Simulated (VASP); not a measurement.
# TmSb2Cl2 (P-3m1) in VASP: relaxation of cell and atoms with PBE

Aim: the relaxation of cell and atoms of TmSb2Cl2 with PBE.

All numbers are computed with VASP 6.6.1; they aren't measurements. Logs are shortened: lines on timing, memory, paths and dates and some standing lists are left out, and cuts for length are marked.

## (1) The cell of the first run

Symmetry: P-3m1, No. 164, trigonal system. The conventional cell has a = 5.474 Å, b = 5.474 Å, c = 6.976 Å, α = 90.00°, β = 90.00°, γ = 120.00°. Tm (site symmetry -3m) has 6 Sb at 3.19 Å and 6 Cl at 3.80 Å within 4.2 Å. Sb (site symmetry 3m) has 1 Cl at 2.53 Å and 3 Tm at 3.19 Å and 3 Sb at 3.28 Å within 3.3 Å. Cl (site symmetry 3m) has 1 Sb at 2.53 Å within 3.3 Å.

The cell was generated, and may not be a known phase.

## (2) Relaxation of cell and atoms, PBE

Input file INCAR:

```
SYSTEM = TmSb2Cl2
PREC = Accurate ; ENCUT = 500
EDIFF = 1E-7 ; ISMEAR = 0
SIGMA = 0.1 ; LREAL = .FALSE.
LASPH = .TRUE. ; NELM = 200
ALGO = Normal ; ISIF = 3
LWAVE = .FALSE. ; LCHARG = .FALSE.
GGA = PE ; IBRION = 2
NSW = 100 ; EDIFFG = -0.01
GGA_COMPAT = .FALSE. ; NELMIN = 4
LMAXMIX = 6
```

Input file KPOINTS:

```
Automatic mesh
0
G
  12 12 6
  0 0 0
```

Input file POSCAR:

```
TmSb2Cl2
1.0
    5.4742924156      0.0000000000      0.0000000000
   -2.7371462078      4.7408762997      0.0000000000
    0.0000000000      0.0000000000      6.9758504665
Tm Sb Cl
1 2 2
Direct
    0.0000000000      0.0000000000      0.5000000000
    0.6666666667      0.3333333333      0.5618162842
    0.3333333333      0.6666666667      0.4381837158
    0.6666666667      0.3333333333      0.1986100109
    0.3333333333      0.6666666667      0.8013899891
```

Potentials or basis: VASP PAW PBE potentials, release 64 (Tm_3, Sb, Cl), 4f in core.

The run is started by

```bash
$ cat potpaw_PBE.64/Tm_3/POTCAR potpaw_PBE.64/Sb/POTCAR potpaw_PBE.64/Cl/POTCAR > POTCAR
$ mpirun -np 1 vasp_std > vasp.out
```

OUTCAR:

```text
SYSTEM = TmSb2Cl2
   PREC = Accurate
   ENCUT = 500
   EDIFF = 1E-7
   ISMEAR = 0
   LREAL = .FALSE.
   LASPH = .TRUE.
   NELM = 200
   ISIF = 3
   GGA = PE
   IBRION = 2
   NSW = 100
   EDIFFG = -0.01
   NELMIN = 4

 ion  position               nearest neighbor table
   1  0.000  0.000  0.500-   2 3.19   3 3.19   2 3.19   3 3.19   2 3.19   3 3.19
   2  0.667  0.333  0.562-   4 2.53   1 3.19   1 3.19   1 3.19   3 3.28   3 3.28   3 3.28
   3  0.333  0.667  0.438-   5 2.53   1 3.19   1 3.19   1 3.19   2 3.28   2 3.28   2 3.28
   4  0.667  0.333  0.199-   2 2.53
   5  0.333  0.667  0.801-   3 2.53

  LATTYP: Found a hexagonal cell.
 ALAT       =     5.4742924156
 C/A-ratio  =     1.2742926276

  Lattice vectors:

 A1 = (   5.4742924156,   0.0000000000,   0.0000000000)
 A2 = (  -2.7371462078,   4.7408762997,   0.0000000000)
 A3 = (   0.0000000000,   0.0000000000,   6.9758504665)

Analysis of symmetry for initial positions (statically):
=====================================================================
 Subroutine PRICEL returns:
 Original cell was already a primitive cell.

 Routine SETGRP: Setting up the symmetry group for a
 hexagonal supercell.

 Subroutine GETGRP returns: Found 12 space group operations
 (whereof 12 operations were pure point group operations)
 out of a pool of 24 trial point group operations.

The static configuration has the point symmetry D_3d.

Analysis of symmetry for dynamics (positions and initial velocities):
=====================================================================
 Subroutine PRICEL returns:
 Original cell was already a primitive cell.

 Routine SETGRP: Setting up the symmetry group for a
 hexagonal supercell.

 Subroutine GETGRP returns: Found 12 space group operations
 (whereof 12 operations were pure point group operations)
 out of a pool of 24 trial point group operations.

The dynamic configuration has the point symmetry D_3d.

 Subroutine INISYM returns: Found 12 space group operations
 (whereof 12 operations are pure point group operations),
 and found     1 'primitive' translations

----------------------------------------------------------------------------------------

                                     Primitive cell

  volume of cell :     181.0439

  direct lattice vectors                    reciprocal lattice vectors
     5.474292416  0.000000000  0.000000000     0.182672010  0.105465734  0.000000000
    -2.737146208  4.740876300  0.000000000     0.000000000  0.210931469  0.000000000
     0.000000000  0.000000000  6.975850466     0.000000000  0.000000000  0.143351697

  length of vectors
     5.474292416  5.474292416  6.975850466     0.210931469  0.210931469  0.143351697

  position of ions in fractional coordinates (direct lattice)
     0.000000000  0.000000000  0.500000000
     0.666666667  0.333333333  0.561816284
     0.333333333  0.666666667  0.438183716
     0.666666667  0.333333333  0.198610011
     0.333333333  0.666666667  0.801389989

  ion indices of the primitive-cell ions
   primitive index   ion index
                 1           1
                 2           2
                 3           3
                 4           4
                 5           5

----------------------------------------------------------------------------------------

 KPOINTS: Automatic mesh

Automatic generation of k-mesh.
 Grid dimensions read from file:
 generate k-points for:   12   12    6

 Generating k-lattice:

  Cartesian coordinates                     Fractional coordinates (reciprocal lattice)
[... 60 lines left out ...]
   EDIFF  = 0.1E-06   stopping-criterion for ELM
   LREAL  =      F    real-space projection
   EDIFFG = -.1E-01   stopping-criterion for IOM
   NSW    =    100    number of steps for IOM
   IBRION =      2    ionic relax: 0-MD 1-quasi-New 2-CG
   NFREE  =      1    steps in history (QN), initial steepest desc. (CG)
   ISIF   =      3    stress and relaxation
   ISYM   =      2    0-nonsym 1-usesym 2-fastsym
   POTIM  = 0.5000    time-step for ionic-motion
   TEBEG  =    0.0;   TEEND  =   0.0 temperature during run
   PSTRESS=    0.0 pullay stress
   NELECT =      33.0000    total number of electrons
   NUPDOWN=      -1.0000    fix difference up-down
   EMIN   =  10.00;   EMAX   =-10.00  energy-range for DOS
   EFERMI =   0.00;   METHOD = LEGACY
   ISMEAR =     0;   SIGMA  =   0.10  broadening in eV -4-tet -1-fermi 0-gaus
   EFERMI_NEDOS =   21; number of points for ismear=-14 and -15
   IALGO  =     38    algorithm
   IMIX   =      4    mixing-type and parameters
     AMIX     =   0.40;   BMIX     =  1.00
     AMIX_MAG =   1.60;   BMIX_MAG =  1.00
  volume/ion in A,a.u.               =      36.21       244.35
  Fermi-wavevector in a.u.,A,eV,Ry     =   0.928221  1.754084 11.722710  0.861595
  Thomas-Fermi vector in A             =   2.054375
   LORBIT       =      0    0 simple, 1 ext, 2 COOP (PROOUT), +10 PAW based schemes
   GGA     = PE    functional components
   LHFCALC =     F    Hartree Fock is set to
   AEXX    =    0.0000 exact exchange contribution
   IVDW    =     0    specifies the selected vdW correction
   LEPSILON=     F    determine dielectric tensor
   LRPA    =     F    only Hartree local field effects (RPA)
 conjugate gradient relaxation of ions
 non-spin polarized calculation
 Gauss-broadening in eV      SIGMA  =   0.10
  energy-cutoff  :      500.00
  volume of cell :      181.04
 maximum number of plane-waves:      4623
   NGX = 19   NGY = 19   NGZ = 25

--------------------------------------- Ionic step        1  -------------------------------------------

 number of electron      32.9999999 magnetization

 Free energy of the ion-electron system (eV)
  ---------------------------------------------------
  ext. energy  EPLUGINS =         0.00000000
  ---------------------------------------------------
  free energy    TOTEN  =       -18.51577445 eV

  energy without entropy =      -18.50423366  energy(sigma->0) =      -18.51000406

------------------------ aborting loop because EDIFF is reached ----------------------------------------

  FORCE on cell =-STRESS in cart. coord.  units (eV):
  Direction    XX          YY          ZZ          XY          YZ          ZX
  --------------------------------------------------------------------------------------
  -------------------------------------------------------------------------------------
  Total        0.2131393      0.2131393     -0.1254012     -0.0000000      0.0000000      0.0000000
  in kB        1.8862114      1.8862114     -1.1097583     -0.0000000      0.0000000      0.0000000
  external PRESSURE =       0.8875548 kB  Pullay stress =       0.0000000 kB

 VOLUME and BASIS-vectors are now :
 -----------------------------------------------------------------------------
  energy-cutoff  :      500.00
  volume of cell :      181.04
      direct lattice vectors                 reciprocal lattice vectors
     5.474292416  0.000000000  0.000000000     0.182672010  0.105465734  0.000000000
    -2.737146208  4.740876300  0.000000000     0.000000000  0.210931469  0.000000000
     0.000000000  0.000000000  6.975850466     0.000000000  0.000000000  0.143351697

 POSITION                                       TOTAL-FORCE (eV/Angst)
 -----------------------------------------------------------------------------------
      0.00000      0.00000      3.48793        -0.000000      0.000000      0.000000
      2.73715      1.58029      3.91915        -0.000000      0.000000     -0.000523
     -0.00000      3.16058      3.05670        -0.000000      0.000000      0.000523
      2.73715      1.58029      1.38547         0.000000     -0.000000      0.027726
     -0.00000      3.16058      5.59038        -0.000000      0.000000     -0.027726
 -----------------------------------------------------------------------------------
    total drift:                               -0.000000     -0.000000     -0.000000

  FREE ENERGIE OF THE ION-ELECTRON SYSTEM (eV)
  ---------------------------------------------------
  free  energy   TOTEN  =       -18.5157744482 eV

  energy  without entropy=      -18.5042336627  energy(sigma->0) =      -18.51000406

--------------------------------------- Ionic step        2  -------------------------------------------

 number of electron      32.9999997 magnetization

 Free energy of the ion-electron system (eV)
  ---------------------------------------------------
  ext. energy  EPLUGINS =         0.00000000
  ---------------------------------------------------
  free energy    TOTEN  =       -18.51633486 eV

  energy without entropy =      -18.50481837  energy(sigma->0) =      -18.51057662

 E-fermi :   2.8486     XC(G=0):  -7.7002

 val. band max:        2.8445294206   @ k =   0.1667   0.1667   0.0000
 cond. band min:       2.8696612132   @ k =   0.5000   0.0000   0.3333
 fundamental gap:      0.0251317926
 Fermi energy:         2.8486468094

 k-point     1 :       0.0000    0.0000    0.0000
  band No.  band energies     occupation
      1     -24.2139      2.00000
      2     -23.6736      2.00000
      3     -23.6736      2.00000
      4     -13.0936      2.00000
      5     -12.8917      2.00000
      6      -7.5986      2.00000
[... 541 lines left out ...]
     19       4.0756      0.00000
     20       4.4708      0.00000

 [... further k-points ...]
[... 5 lines left out ...]
  --------------------------------------------------------------------------------------
  -------------------------------------------------------------------------------------
  Total        0.0021759      0.0021759     -0.0134293      0.0000000      0.0000000     -0.0000000
  in kB        0.0192001      0.0192001     -0.1185008      0.0000000      0.0000000     -0.0000000
  external PRESSURE =      -0.0267002 kB  Pullay stress =       0.0000000 kB

 VOLUME and BASIS-vectors are now :
 -----------------------------------------------------------------------------
  energy-cutoff  :      500.00
  volume of cell :      181.57
      direct lattice vectors                 reciprocal lattice vectors
     5.485550195 -0.000000000  0.000000000     0.182297120  0.105249291  0.000000000
    -2.742775098  4.750625823 -0.000000000     0.000000000  0.210498582  0.000000000
    -0.000000000  0.000000000  6.967410126    -0.000000000  0.000000000  0.143525353

 POSITION                                       TOTAL-FORCE (eV/Angst)
 -----------------------------------------------------------------------------------
      5.48555     -0.00000      3.48371        -0.000000      0.000000      0.000000
      2.74278      1.58354      3.91438        -0.000000     -0.000000      0.005457
     -0.00000      3.16708      3.05303         0.000000     -0.000000     -0.005457
      2.74278      1.58354      1.38513        -0.000000     -0.000000      0.001090
     -0.00000      3.16708      5.58228         0.000000      0.000000     -0.001090
 -----------------------------------------------------------------------------------
    total drift:                                0.000000     -0.000000     -0.000000

  FREE ENERGIE OF THE ION-ELECTRON SYSTEM (eV)
  ---------------------------------------------------
  free  energy   TOTEN  =       -18.5163348595 eV

  energy  without entropy=      -18.5048183748  energy(sigma->0) =      -18.51057662

 reached required accuracy - stopping structural energy minimisation
```

Wall time 13 min (1 thread of Intel Xeon Platinum 8375C at 2.90GHz (Ice Lake), shared host); peak memory 0.57 GiB.

What came out:

```
Free energy                           : -18.5163 eV
Relaxed volume                        : 36.31 Å³/atom
Relaxed cell                          : a = 5.486 Å, b = 5.486 Å, c = 6.967 Å, α = 90.00°, β = 90.00°, γ = 120.00°
Space group after relaxing (to 0.1 Å) : P-3m1 (No. 164)
Energy gained by relaxing             : 0.1 meV/atom
Ionic steps                           : 2
Pressure after relaxing               : 0.0 GPa
Largest force after relaxing          : 0.005 eV/Å
Band gap on the k mesh                : zero (an odd number of electrons rules out a gap without spin polarisation)
```

Forces in eV/Å, atoms in the order of the input:
```
Tm   0.000  0.000  0.000
Sb   0.000  0.000  0.005
Sb   0.000  0.000 -0.005
Cl   0.000  0.000  0.001
Cl   0.000  0.000 -0.001
```

Step by step:
| step | energy change (eV) | largest force (eV/Å) | pressure (GPa) | volume (Å³) |
| --- | --- | --- | --- | --- |
| 1 | 0.0000 | 0.0277 | 0.09 | 181.04 |
| 2 | -0.0006 | 0.0055 | 0.00 | 181.57 |

Final structure:
```cif
data_structure
_symmetry_space_group_name_H-M 'P 1'
_symmetry_Int_Tables_number 1
_cell_length_a 5.4856
_cell_length_b 5.4856
_cell_length_c 6.9674
_cell_angle_alpha 90.000
_cell_angle_beta 90.000
_cell_angle_gamma 120.000
_cell_volume 181.57
loop_
_atom_site_label
_atom_site_type_symbol
_atom_site_fract_x
_atom_site_fract_y
_atom_site_fract_z
_atom_site_occupancy
Tm1 Tm 0.00000 0.00000 0.50000 1
Sb1 Sb 0.66667 0.33333 0.56181 1
Sb2 Sb 0.33333 0.66667 0.43819 1
Cl1 Cl 0.66667 0.33333 0.19880 1
Cl2 Cl 0.33333 0.66667 0.80120 1
```

Caveat: spin-orbit coupling is left out, which moves the levels of the heavy elements; the 4f electrons are frozen in the core, so they carry no moment and show no levels; an odd number of electrons without spin polarisation forces a metal; a magnetic or distorted state may lie lower; the run has no spin polarisation, though such a crystal can be magnetic. Spin polarisation is off, so any magnetic state and its effect on volume and gap are missing.

The gap in the log of VASP goes by the Fermi energy; the results here count the filled bands.